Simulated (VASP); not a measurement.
Crystal: CuAu.

```
CELL_PARAMETERS angstrom
2.79188 0.00000 0.00000
0.00000 2.79188 0.00000
0.00000 0.00000 3.66027
ATOMIC_POSITIONS crystal
Au 0.00000 0.00000 0.00000
Cu 0.50000 0.50000 0.50000
```

Base run:

- Program: VASP 6.6.1
- Functional: LDA
- Potentials or basis: VASP PAW LDA potentials, release 64 (Au, Cu)
- Cutoff: 520 eV
- k mesh: 9 × 9 × 7
- Occupations: fermi-dirac, width 0.05 eV
- Spin: no spin polarisation

Its results: band gap on the k mesh zero (band 11 reaches 12.32 eV, above the bottom of band 12 at 6.78 eV); pressure -5.6 GPa.

**Question.** The run is repeated on the same cell with these changes: functional from LDA to r2SCAN; potentials or basis from VASP PAW LDA potentials, release 64 (Au, Cu) to VASP PAW PBE potentials, release 64 (Au, Cu). What comes out?

**Answer.** Band gap on the k mesh zero (band 11 reaches 12.55 eV, above the bottom of band 12 at 6.78 eV); pressure 3.1 GPa.

Caveats: spin-orbit coupling is left out, which moves the levels of the heavy elements; the PAW data sets were made with another functional, which shifts forces and pressure a little (some runs).
